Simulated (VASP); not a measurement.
# KF (Pm-3m) in VASP: notebook

KF is run at these levels: LDA, r2SCAN, PBE; tasks: relaxation of cell and atoms, single point.

All numbers are computed with VASP 6.6.1; they aren't measurements. Logs are shortened: lines on timing, memory, paths and dates and some standing lists are left out, and cuts for length are marked.

## 1. The cell of the first run

Symmetry: Pm-3m, No. 221, cubic system. The conventional cell has a = 3.259 Å, b = 3.259 Å, c = 3.259 Å, α = 90.00°, β = 90.00°, γ = 90.00°. Within 3.7 Å of K (site symmetry m-3m) lie 8 F at 2.82 Å and 6 K at 3.26 Å. Within 3.7 Å of F (site symmetry m-3m) lie 8 K at 2.82 Å and 6 F at 3.26 Å.

## 2. Relaxation of cell and atoms, LDA

Contents of INCAR:

```
SYSTEM = KF
ALGO = Normal ; EDIFF = 1E-6
EDIFFG = -0.005 ; ENCUT = 600
GGA = CA ; IBRION = 2
ISIF = 3 ; ISMEAR = -1
LASPH = .True. ; LCHARG = .False.
LREAL = .False. ; LWAVE = .False.
NELM = 60 ; NSW = 80
PREC = Accurate ; SIGMA = 0.02
```

Contents of KPOINTS:

```
k-points
0
Gamma
  8 8 8
  0 0 0
```

Contents of POSCAR:

```
KF
1.0
    3.2587185843      0.0000000000      0.0000000000
    0.0000000000      3.2587185843      0.0000000000
    0.0000000000      0.0000000000      3.2587185843
K F
1 1
Direct
    0.0000000000      0.0000000000      0.0000000000
    0.5000000000      0.5000000000      0.5000000000
```

Potentials or basis: VASP PAW LDA potentials, release 64 (K_sv, F).

On the command line:

```
$ cat potpaw_LDA.64/K_sv/POTCAR potpaw_LDA.64/F/POTCAR > POTCAR
$ mpirun -np 1 vasp_std > vasp.out
```

OUTCAR:

```text
SYSTEM = KF
   EDIFF = 1E-6
   EDIFFG = -0.005
   ENCUT = 600
   GGA = CA
   IBRION = 2
   ISIF = 3
   ISMEAR = -1
   LASPH = .True.
   LREAL = .False.
   NELM = 60
   NSW = 80
   PREC = Accurate

 ion  position               nearest neighbor table
   1  0.000  0.000  0.000-   2 2.82   2 2.82   2 2.82   2 2.82   2 2.82   2 2.82   2 2.82   2 2.82

   2  0.500  0.500  0.500-   1 2.82   1 2.82   1 2.82   1 2.82   1 2.82   1 2.82   1 2.82   1 2.82

  LATTYP: Found a simple cubic cell.
 ALAT       =     3.2587185843

  Lattice vectors:

 A1 = (   3.2587185843,   0.0000000000,   0.0000000000)
 A2 = (   0.0000000000,   3.2587185843,   0.0000000000)
 A3 = (   0.0000000000,   0.0000000000,   3.2587185843)

Analysis of symmetry for initial positions (statically):
=====================================================================
 Subroutine PRICEL returns:
 Original cell was already a primitive cell.

 Routine SETGRP: Setting up the symmetry group for a
 simple cubic supercell.

 Subroutine GETGRP returns: Found 48 space group operations
 (whereof 48 operations were pure point group operations)
 out of a pool of 48 trial point group operations.

The static configuration has the point symmetry O_h .

Analysis of symmetry for dynamics (positions and initial velocities):
=====================================================================
 Subroutine PRICEL returns:
 Original cell was already a primitive cell.

 Routine SETGRP: Setting up the symmetry group for a
 simple cubic supercell.

 Subroutine GETGRP returns: Found 48 space group operations
 (whereof 48 operations were pure point group operations)
 out of a pool of 48 trial point group operations.

The dynamic configuration has the point symmetry O_h .

 Subroutine INISYM returns: Found 48 space group operations
 (whereof 48 operations are pure point group operations),
 and found     1 'primitive' translations

----------------------------------------------------------------------------------------

                                     Primitive cell

  volume of cell :      34.6051

  direct lattice vectors                    reciprocal lattice vectors
     3.258718584  0.000000000  0.000000000     0.306869088  0.000000000  0.000000000
     0.000000000  3.258718584  0.000000000     0.000000000  0.306869088  0.000000000
     0.000000000  0.000000000  3.258718584     0.000000000  0.000000000  0.306869088

  length of vectors
     3.258718584  3.258718584  3.258718584     0.306869088  0.306869088  0.306869088

  position of ions in fractional coordinates (direct lattice)
     0.000000000  0.000000000  0.000000000
     0.500000000  0.500000000  0.500000000

  ion indices of the primitive-cell ions
   primitive index   ion index
                 1           1
                 2           2

----------------------------------------------------------------------------------------

 KPOINTS: k-points

Automatic generation of k-mesh.
 Grid dimensions read from file:
 generate k-points for:    8    8    8

 Generating k-lattice:

  Cartesian coordinates                     Fractional coordinates (reciprocal lattice)
     0.038358636  0.000000000  0.000000000     0.125000000  0.000000000  0.000000000
     0.000000000  0.038358636  0.000000000     0.000000000  0.125000000  0.000000000
     0.000000000  0.000000000  0.038358636     0.000000000  0.000000000  0.125000000

  Length of vectors
     0.038358636  0.038358636  0.038358636

  Shift w.r.t. Gamma in fractional coordinates (k-lattice)
     0.000000000  0.000000000  0.000000000

 Subroutine IBZKPT returns following result:
 ===========================================

 Found     35 irreducible k-points:

 Following reciprocal coordinates:
            Coordinates               Weight
  0.000000  0.000000  0.000000      1.000000
  0.125000  0.000000  0.000000      6.000000
  0.250000  0.000000  0.000000      6.000000
  0.375000  0.000000  0.000000      6.000000
  0.500000  0.000000  0.000000      3.000000
  0.125000  0.125000  0.000000     12.000000
[... 16 lines left out ...]
  0.375000  0.375000  0.125000     24.000000
  0.500000  0.375000  0.125000     24.000000
 [... further k-points ...]
   k-points           NKPTS =     35   k-points in BZ     NKDIM =     35   number of bands    NBANDS=     12
   number of dos      NEDOS =    301   number of ions     NIONS =      2
   total plane-waves  NPLWV =  21952
   dimension x,y,z NGX =    28 NGY =   28 NGZ =   28
   dimension x,y,z NGXF=    56 NGYF=   56 NGZF=   56
   ions per type =               1   1
   NGX,Y,Z   is equivalent  to a cutoff of  14.28, 14.28, 14.28 a.u.
   NGXF,Y,Z  is equivalent  to a cutoff of  28.57, 28.57, 28.57 a.u.
 SYSTEM =  KF
   PREC   = accura    normal or accurate (medium, high low for compatibility)
   ISTART =      0    job   : 0-new  1-cont  2-samecut
   ICHARG =      2    charge: 1-file 2-atom 10-const
   ISPIN  =      1    spin polarized calculation?
   LNONCOLLINEAR =      F non collinear calculations
   LSORBIT =      F    spin-orbit coupling
   LASPH  =      T    aspherical Exc in radial PAW
   ENCUT  =  600.0 eV  44.10 Ry    6.64 a.u.   6.51  6.51  6.51*2*pi/ulx,y,z
   NELM   =     60;   NELMIN=  2; NELMDL= -5     # of ELM steps
   EDIFF  = 0.1E-05   stopping-criterion for ELM
   LREAL  =      F    real-space projection
   EDIFFG = -.5E-02   stopping-criterion for IOM
   NSW    =     80    number of steps for IOM
   IBRION =      2    ionic relax: 0-MD 1-quasi-New 2-CG
   NFREE  =      1    steps in history (QN), initial steepest desc. (CG)
   ISIF   =      3    stress and relaxation
   ISYM   =      2    0-nonsym 1-usesym 2-fastsym
   POTIM  = 0.5000    time-step for ionic-motion
   TEBEG  =    0.0;   TEEND  =   0.0 temperature during run
   PSTRESS=    0.0 pullay stress
   NELECT =      16.0000    total number of electrons
   NUPDOWN=      -1.0000    fix difference up-down
   EMIN   =  10.00;   EMAX   =-10.00  energy-range for DOS
   EFERMI =   0.00;   METHOD = LEGACY
   ISMEAR =    -1;   SIGMA  =   0.02  broadening in eV -4-tet -1-fermi 0-gaus
   EFERMI_NEDOS =   21; number of points for ismear=-14 and -15
   IALGO  =     38    algorithm
   IMIX   =      4    mixing-type and parameters
     AMIX     =   0.40;   BMIX     =  1.00
     AMIX_MAG =   1.60;   BMIX_MAG =  1.00
  volume/ion in A,a.u.               =      17.30       116.76
  Fermi-wavevector in a.u.,A,eV,Ry     =   1.265906  2.392215 21.803565  1.602517
  Thomas-Fermi vector in A             =   2.399134
   LORBIT       =      0    0 simple, 1 ext, 2 COOP (PROOUT), +10 PAW based schemes
   GGA     = CA    functional components
   LHFCALC =     F    Hartree Fock is set to
   AEXX    =    0.0000 exact exchange contribution
   IVDW    =     0    specifies the selected vdW correction
   LEPSILON=     F    determine dielectric tensor
   LRPA    =     F    only Hartree local field effects (RPA)
 conjugate gradient relaxation of ions
 non-spin polarized calculation
  energy-cutoff  :      600.00
  volume of cell :       34.61
 maximum number of plane-waves:      1189
 NGX is ok and might be reduce to    28
   NGX = 13   NGY = 13   NGZ = 13

--------------------------------------- Ionic step        1  -------------------------------------------

 number of electron      16.0000012 magnetization

 Free energy of the ion-electron system (eV)
  ---------------------------------------------------
  ext. energy  EPLUGINS =         0.00000000
  ---------------------------------------------------
  free energy    TOTEN  =        -8.87078521 eV

  energy without entropy =       -8.87078521  energy(sigma->0) =       -8.87078521

 E-fermi :  -1.9529     XC(G=0):  -9.7268

 val. band max:       -2.4630234814   @ k =   0.5000   0.5000   0.0000
 cond. band min:       3.4515398961   @ k =   0.0000   0.0000   0.0000
 fundamental gap:      5.9145633775
 Fermi energy:        -1.9529449412

 k-point     1 :       0.0000    0.0000    0.0000
  band No.  band energies     occupation
      1     -28.9707      2.00000
      2     -20.9298      2.00000
      3     -12.2167      2.00000
      4     -12.2167      2.00000
      5     -12.2167      2.00000
      6      -2.5144      2.00000
      7      -2.5144      2.00000
      8      -2.5144      2.00000
      9       3.4515      0.00000
     10       5.6150      0.00000
     11       5.6150      0.00000
     12      11.3864      0.00000

 k-point     2 :       0.1250    0.0000    0.0000
  band No.  band energies     occupation
      1     -28.9512      2.00000
      2     -20.9343      2.00000
      3     -12.3292      2.00000
      4     -12.1995      2.00000
      5     -12.1995      2.00000
      6      -2.7307      2.00000
      7      -2.5308      2.00000
      8      -2.5308      2.00000
      9       3.8747      0.00000
     10       5.7399      0.00000
     11       5.9714      0.00000
     12      11.1032      0.00000
[... 784 lines left out ...]
 VOLUME and BASIS-vectors are now :
 -----------------------------------------------------------------------------
  energy-cutoff  :      600.00
  volume of cell :       29.66
      direct lattice vectors                 reciprocal lattice vectors
     3.095526539  0.000000000  0.000000000     0.323046819  0.000000000  0.000000000
    -0.000000000  3.095526539 -0.000000000    -0.000000000  0.323046819 -0.000000000
    -0.000000000  0.000000000  3.095526539    -0.000000000  0.000000000  0.323046819

 POSITION                                       TOTAL-FORCE (eV/Angst)
 -----------------------------------------------------------------------------------
      0.00000      0.00000      0.00000         0.000000      0.000000      0.000000
      1.54776      1.54776      1.54776        -0.000000      0.000000      0.000000
 -----------------------------------------------------------------------------------
    total drift:                                0.000000      0.000000      0.000000

  FREE ENERGIE OF THE ION-ELECTRON SYSTEM (eV)
  ---------------------------------------------------
  free  energy   TOTEN  =        -8.9798802028 eV

  energy  without entropy=       -8.9798802028  energy(sigma->0) =       -8.97988020

--------------------------------------- Ionic step        4  -------------------------------------------

 number of electron      16.0000003 magnetization

 Free energy of the ion-electron system (eV)
  ---------------------------------------------------
  ext. energy  EPLUGINS =         0.00000000
  ---------------------------------------------------
  free energy    TOTEN  =        -8.98018503 eV

  energy without entropy =       -8.98018503  energy(sigma->0) =       -8.98018503

 E-fermi :  -1.4005     XC(G=0): -10.5465

 val. band max:       -1.8912608866   @ k =   0.5000   0.5000   0.0000
 cond. band min:       5.2908289431   @ k =   0.0000   0.0000   0.0000
 fundamental gap:      7.1820898296
 Fermi energy:        -1.4004685078

 k-point     1 :       0.0000    0.0000    0.0000
  band No.  band energies     occupation
      1     -28.1001      2.00000
      2     -20.4953      2.00000
      3     -11.0871      2.00000
      4     -11.0871      2.00000
      5     -11.0871      2.00000
      6      -1.8955      2.00000
      7      -1.8955      2.00000
      8      -1.8955      2.00000
      9       5.2908      0.00000
     10       6.3365      0.00000
     11       6.3365      0.00000
     12      12.9957      0.00000

 k-point     2 :       0.1250    0.0000    0.0000
  band No.  band energies     occupation
      1     -28.0639      2.00000
      2     -20.5124      2.00000
      3     -11.2449      2.00000
      4     -11.0585      2.00000
      5     -11.0585      2.00000
      6      -2.1621      2.00000
      7      -1.9265      2.00000
      8      -1.9265      2.00000
      9       5.7655      0.00000
     10       6.4797      0.00000
     11       6.8138      0.00000
     12      12.6846      0.00000
[... 343 lines left out ...]
 VOLUME and BASIS-vectors are now :
 -----------------------------------------------------------------------------
  energy-cutoff  :      600.00
  volume of cell :       29.40
      direct lattice vectors                 reciprocal lattice vectors
     3.086332205  0.000000000  0.000000000     0.324009191  0.000000000  0.000000000
    -0.000000000  3.086332205 -0.000000000    -0.000000000  0.324009191 -0.000000000
    -0.000000000  0.000000000  3.086332205    -0.000000000  0.000000000  0.324009191

 POSITION                                       TOTAL-FORCE (eV/Angst)
 -----------------------------------------------------------------------------------
      0.00000      0.00000      0.00000         0.000000      0.000000      0.000000
      1.54317      1.54317      1.54317        -0.000000      0.000000      0.000000
 -----------------------------------------------------------------------------------
    total drift:                                0.000000      0.000000      0.000000

  FREE ENERGIE OF THE ION-ELECTRON SYSTEM (eV)
  ---------------------------------------------------
  free  energy   TOTEN  =        -8.9801850318 eV

  energy  without entropy=       -8.9801850318  energy(sigma->0) =       -8.98018503

 reached required accuracy - stopping structural energy minimisation
```

Wall time 22 s (1 thread of AMD EPYC 9R45 (Zen 5), shared host); peak memory 0.13 GiB.

What came out:

```yaml
Free_energy: -8.9802 eV
Relaxed_volume: 14.70 Å³/atom
Relaxed_cell: a = 3.086 Å, b = 3.086 Å, c = 3.086 Å, α = 90.00°, β = 90.00°, γ = 90.00°
Space_group_after_relaxing_to_0.05_Å: Pm-3m (No. 221)
Energy_gained_by_relaxing: 54.7 meV/atom
Ionic_steps: 4
Pressure_after_relaxing: 0.1 GPa
Band_gap_on_the_k_mesh: 7.18 eV, indirect (the least direct gap lies 4.2 meV higher)
```

The path:
```tsv
step	energy change (eV)	largest force (eV/Å)	pressure (GPa)	volume (Å³)
1	0.0000	0.0000	-5.71	34.61
2	-0.0860	0.0000	-3.19	31.61
3	-0.1091	0.0000	-0.41	29.66
4	-0.1094	0.0000	0.05	29.40
```

Final structure:
```
K F
1.0
     3.08633    0.00000    0.00000
     0.00000    3.08633    0.00000
     0.00000    0.00000    3.08633
K F
1 1
Direct
  0.00000 0.00000 0.00000
  0.50000 0.50000 0.50000
```

Caveat: the volume moved by over 15 % at a fixed basis, so the end points are rough.

[end of part 1 of 2]
